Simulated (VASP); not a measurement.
# Ti2SiSe2 (P4/mbm) in VASP: a series of runs, part 2 of 2

VASP 6.6.1. Earlier steps stand in the parts before.

## (3) Single point, PBE

Input file INCAR:

```
PREC = Accurate
ENCUT = 520
EDIFF = 1E-6
ISMEAR = 0
SIGMA = 0.1
LREAL = F
LASPH = T
NELM = 100
ALGO = Normal
ISIF = 2
LWAVE = F
LCHARG = T
GGA = PE
LELF = T
LVHAR = T
NBANDS = 51
```

Input file KPOINTS:

```
regular mesh
0
Gamma
  6 6 12
```

Input file POSCAR:

```
Ti2SiSe2
1.0
    7.3638271374      0.0000000000      0.0000000000
    0.0000000000      7.3638271374      0.0000000000
    0.0000000000      0.0000000000      3.1660043107
Ti Si Se
4 2 4
Direct
    0.8452307213      0.3452307213      0.5000000000
    0.6547692787      0.8452307213      0.5000000000
    0.3452307213      0.1547692787      0.5000000000
    0.1547692787      0.6547692787      0.5000000000
    0.0000000000      0.0000000000      0.0000000000
    0.5000000000      0.5000000000      0.0000000000
    0.1410733254      0.3589266746      0.0000000000
    0.3589266746      0.8589266746      0.0000000000
    0.6410733254      0.1410733254      0.0000000000
    0.8589266746      0.6410733254      0.0000000000
```

Potentials or basis: VASP PAW PBE potentials, release 64 (Ti_sv, Si, Se).

Started as:

```
cat potpaw_PBE.64/Ti_sv/POTCAR potpaw_PBE.64/Si/POTCAR potpaw_PBE.64/Se/POTCAR > POTCAR
mpirun -np 1 vasp_std > vasp.out
```

Wall time 4.2 min (1 thread of Intel Xeon 6975P-C (Granite Rapids), shared host); peak memory 0.58 GiB.

The run converged. Its results:

```yaml
Free_energy: -59.8914 eV
Pressure: 0.1 GPa
Largest_force: 0.004 eV/Å
Band_gap_on_the_k_mesh: zero (bands 40 and 41 overlap by 0.63 eV)
```

Forces on the atoms (eV/Å):
```
Ti  -0.003 -0.003  0.000
Ti   0.003 -0.003  0.000
Ti  -0.003  0.003  0.000
Ti   0.003  0.003  0.000
Si   0.000  0.000  0.000
Si   0.000  0.000  0.000
Se   0.002 -0.002  0.000
Se  -0.002 -0.002  0.000
Se   0.002  0.002  0.000
Se  -0.002  0.002  0.000
```

Levels at points of the mesh, in eV from the Fermi level:
| k point | band 36 | band 37 | band 38 | band 39 | band 40 | band 41 | band 42 | band 43 | band 44 | band 45 |
| --- | --- | --- | --- | --- | --- | --- | --- | --- | --- | --- |
| (0.00, 0.00, 0.00) | -1.26 | -0.90 | -0.90 | -0.80 | -0.80 | 0.41 | 0.47 | 0.72 | 0.76 | 1.05 |
| (0.50, 0.00, 0.00) | -1.14 | -1.03 | -1.03 | -0.25 | -0.25 | 0.42 | 0.42 | 0.77 | 0.77 | 0.87 |
| (0.50, 0.50, 0.00) | -1.75 | -0.52 | -0.52 | -0.06 | -0.06 | 0.09 | 0.09 | 0.91 | 0.91 | 0.94 |
| (0.00, 0.00, 0.50) | -1.10 | -1.01 | -0.74 | -0.74 | -0.50 | -0.50 | 0.10 | 0.52 | 0.77 | 0.77 |
| (0.50, 0.00, 0.50) | -2.46 | -0.49 | -0.49 | -0.21 | -0.21 | -0.11 | -0.11 | 1.04 | 1.04 | 1.35 |
| (0.50, 0.50, 0.50) | -2.45 | -0.35 | -0.35 | 0.12 | 0.12 | 0.97 | 0.97 | 1.14 | 1.14 | 1.23 |

## (4) Single point, PBE

Input file INCAR:

```
SYSTEM = Ti2SiSe2
ALGO     = Normal         ! electronic algorithm
EDIFF    = 1E-7           ! SCF threshold, eV
ENCUT    = 520            ! plane-wave cutoff, eV
GGA      = PE             ! functional
ISIF     = 2              ! what is computed and relaxed
ISMEAR   = 0              ! smearing method
LASPH    = .True.         ! aspherical terms in the spheres
LCHARG   = .False.        ! write CHGCAR
LREAL    = .False.        ! projectors in reciprocal space
LWAVE    = .False.        ! write WAVECAR
NBANDS   = 51             ! bands
NELM     = 100            ! most SCF steps
PREC     = Accurate       ! precision mode
SIGMA    = 0.1            ! smearing width, eV
```

Input file KPOINTS:

```
k-points
0
Gamma
  4 4 6
  0 0 0
```

Input file POSCAR:

```
Ti2SiSe2
1.0
    7.3936273533      0.0000000000      0.0000000000
    0.0000000000      7.3936273533      0.0000000000
    0.0000000000      0.0000000000      3.1425100587
Ti Si Se
4 2 4
Direct
    0.8451810985      0.3451810985      0.5000000000
    0.6548189015      0.8451810985      0.5000000000
    0.3451810985      0.1548189015      0.5000000000
    0.1548189015      0.6548189015      0.5000000000
    0.0000000000      0.0000000000      0.0000000000
    0.5000000000      0.5000000000      0.0000000000
    0.1406150453      0.3593849547      0.0000000000
    0.3593849547      0.8593849547      0.0000000000
    0.6406150453      0.1406150453      0.0000000000
    0.8593849547      0.6406150453      0.0000000000
```

Started as:

```
cat potpaw_PBE.64/Ti_sv/POTCAR potpaw_PBE.64/Si/POTCAR potpaw_PBE.64/Se/POTCAR > POTCAR
mpirun -np 1 vasp_std > vasp.out
```

Wall time 3.7 min (1 thread of Intel Xeon Platinum 8259CL at 2.50GHz (Skylake/Cascade Lake), shared host); peak memory 0.35 GiB.

It converged, with:

```yaml
Free_energy: -59.8752 eV
Pressure: 0.1 GPa
Largest_force: 0.006 eV/Å
Band_gap_on_the_k_mesh: zero (bands 40 and 41 overlap by 0.64 eV)
```

Forces on the atoms (eV/Å):
```
Ti  -0.004 -0.004  0.000
Ti   0.004 -0.004  0.000
Ti  -0.004  0.004  0.000
Ti   0.004  0.004  0.000
Si   0.000  0.000  0.000
Si   0.000  0.000  0.000
Se   0.002 -0.002  0.000
Se  -0.002 -0.002  0.000
Se   0.002  0.002  0.000
Se  -0.002  0.002  0.000
```

Levels at points of the mesh, in eV from the Fermi level:
```
           k point  band 37  band 38  band 39  band 40  band 41  band 42  band 43  band 44
(0.00, 0.00, 0.00)    -0.97    -0.97    -0.88    -0.88     0.46     0.52     0.68     0.71
(0.50, 0.00, 0.00)    -1.10    -1.10    -0.33    -0.33     0.34     0.34     0.79     0.79
(0.50, 0.50, 0.00)    -0.58    -0.58    -0.14    -0.14     0.01     0.01     0.90     0.90
(0.00, 0.00, 0.50)    -1.03    -0.78    -0.78    -0.53    -0.53     0.07     0.50     0.73
(0.50, 0.00, 0.50)    -0.52    -0.52    -0.24    -0.24    -0.17    -0.17     1.00     1.00
(0.50, 0.50, 0.50)    -0.37    -0.37     0.09     0.09     0.93     0.93     1.08     1.08
```

## (5) Relaxation of cell and atoms, PBE

Input file INCAR:

```
SYSTEM = Ti2SiSe2
  PREC = Accurate
  ENCUT = 600
  EDIFF = 1E-6
  ISMEAR = 0
  SIGMA = 0.1
  LREAL = .FALSE.
  LASPH = .TRUE.
  NELM = 80
  ALGO = Normal
  ISIF = 3
  LWAVE = .FALSE.
  LCHARG = .FALSE.
  GGA = PE
  IBRION = 2
  NSW = 90
  EDIFFG = -0.04
```

Input file KPOINTS:

```
regular mesh
0
G
  4 4 6
  0 0 0
```

Input file POSCAR:

```
Ti2SiSe2
1.0
    7.3946448839      0.0000000000      0.0000000000
    0.0000000000      7.3946448839      0.0000000000
    0.0000000000      0.0000000000      3.1432869813
Ti Si Se
4 2 4
Direct
    0.8445798557      0.3445798557      0.5000000000
    0.6554201443      0.8445798557      0.5000000000
    0.3445798557      0.1554201443      0.5000000000
    0.1554201443      0.6554201443      0.5000000000
    0.0000000000      0.0000000000      0.0000000000
    0.5000000000      0.5000000000      0.0000000000
    0.1399502143      0.3600497857      0.0000000000
    0.3600497857      0.8600497857      0.0000000000
    0.6399502143      0.1399502143      0.0000000000
    0.8600497857      0.6399502143      0.0000000000
```

Started as:

```
cat potpaw_PBE.64/Ti_sv/POTCAR potpaw_PBE.64/Si/POTCAR potpaw_PBE.64/Se/POTCAR > POTCAR
mpirun -np 1 vasp_std > vasp.out
```

It took 7.2 min on 1 thread of Intel Xeon Platinum 8259CL at 2.50GHz (Skylake/Cascade Lake), shared host; peak memory 0.45 GiB.

The run converged. Its results:

| Quantity | Value |
| --- | --- |
| Free energy | -59.8758 eV |
| Relaxed volume | 17.20 Å³/atom |
| Relaxed cell | a = 7.397 Å, b = 7.397 Å, c = 3.143 Å, α = 90.00°, β = 90.00°, γ = 90.00° |
| Space group after relaxing (to 0.1 Å) | P4/mbm (No. 127) |
| Energy gained by relaxing | 0.1 meV/atom |
| Ionic steps | 2 |
| Pressure after relaxing | 0.0 GPa |
| Largest force after relaxing | 0.028 eV/Å |
| Band gap on the k mesh | zero (bands 40 and 41 overlap by 0.64 eV) |

Forces on the atoms (eV/Å):
```
Ti   0.018  0.018  0.000
Ti  -0.018  0.018  0.000
Ti   0.018 -0.018  0.000
Ti  -0.018 -0.018  0.000
Si   0.000  0.000  0.000
Si   0.000  0.000  0.000
Se   0.020 -0.020  0.000
Se  -0.020 -0.020  0.000
Se   0.020  0.020  0.000
Se  -0.020  0.020  0.000
```

The path:
| step | energy change (eV) | largest force (eV/Å) | pressure (GPa) | volume (Å³) |
| --- | --- | --- | --- | --- |
| 1 | 0.0000 | 0.0646 | 0.04 | 171.88 |
| 2 | -0.0007 | 0.0278 | -0.01 | 171.98 |

Final structure:
```
Ti Si Se
1.0
     7.39709    0.00000    0.00000
     0.00000    7.39709    0.00000
     0.00000    0.00000    3.14306
Ti Si Se
4 2 4
Direct
  0.84467 0.34467 0.50000
  0.65533 0.84467 0.50000
  0.34467 0.15533 0.50000
  0.15533 0.65533 0.50000
  0.00000 0.00000 0.00000
  0.50000 0.50000 0.00000
  0.14025 0.35975 0.00000
  0.35975 0.85975 0.00000
  0.64025 0.14025 0.00000
  0.85975 0.64025 0.00000
```

Levels at points of the mesh, in eV from the Fermi level:
| k point | band 36 | band 37 | band 38 | band 39 | band 40 | band 41 | band 42 | band 43 | band 44 | band 45 |
| --- | --- | --- | --- | --- | --- | --- | --- | --- | --- | --- |
| (0.00, 0.00, 0.00) | -1.30 | -0.97 | -0.97 | -0.87 | -0.87 | 0.46 | 0.52 | 0.70 | 0.71 | 1.06 |
| (0.50, 0.00, 0.00) | -1.18 | -1.09 | -1.09 | -0.34 | -0.34 | 0.34 | 0.34 | 0.79 | 0.79 | 0.89 |
| (0.50, 0.50, 0.00) | -1.64 | -0.58 | -0.58 | -0.14 | -0.14 | 0.01 | 0.01 | 0.91 | 0.91 | 0.93 |
| (0.00, 0.00, 0.50) | -1.18 | -1.02 | -0.79 | -0.79 | -0.52 | -0.52 | 0.06 | 0.50 | 0.74 | 0.74 |
| (0.50, 0.00, 0.50) | -2.51 | -0.51 | -0.51 | -0.24 | -0.24 | -0.18 | -0.18 | 1.00 | 1.00 | 1.30 |
| (0.50, 0.50, 0.50) | -2.49 | -0.36 | -0.36 | 0.08 | 0.08 | 0.94 | 0.94 | 1.08 | 1.08 | 1.17 |

## (6) Overview

```tsv
task	spin	cell	k mesh	cutoff (eV)	gap on the mesh (eV)	pressure (GPa)	largest force (eV/Å)
single point	collinear	a = 7.395, b = 7.395, c = 3.143 Å, 10 atoms, atomic positions A	2 × 2 × 6	520	none	0.1	0.01
single point	off	a = 7.364, b = 7.364, c = 3.166 Å, 10 atoms, atomic positions B	6 × 6 × 12	520	none	0.1	-
single point	off	a = 7.394, b = 7.394, c = 3.143 Å, 10 atoms, atomic positions C	4 × 4 × 6	520	none	0.1	0.01
relaxation of cell and atoms	off	relaxed from a = 7.395, b = 7.395, c = 3.143 Å, 10 atoms, atomic positions A	4 × 4 × 6	600	none	0.0	0.03
```

Alike in all rows: level PBE; potentials or basis VASP PAW PBE potentials, release 64 (Ti_sv, Si, Se); smearing gaussian 0.1 eV.

Caveats: some runs use coarse meshes.

Absolute energies hang on the potentials; compare differences alone.
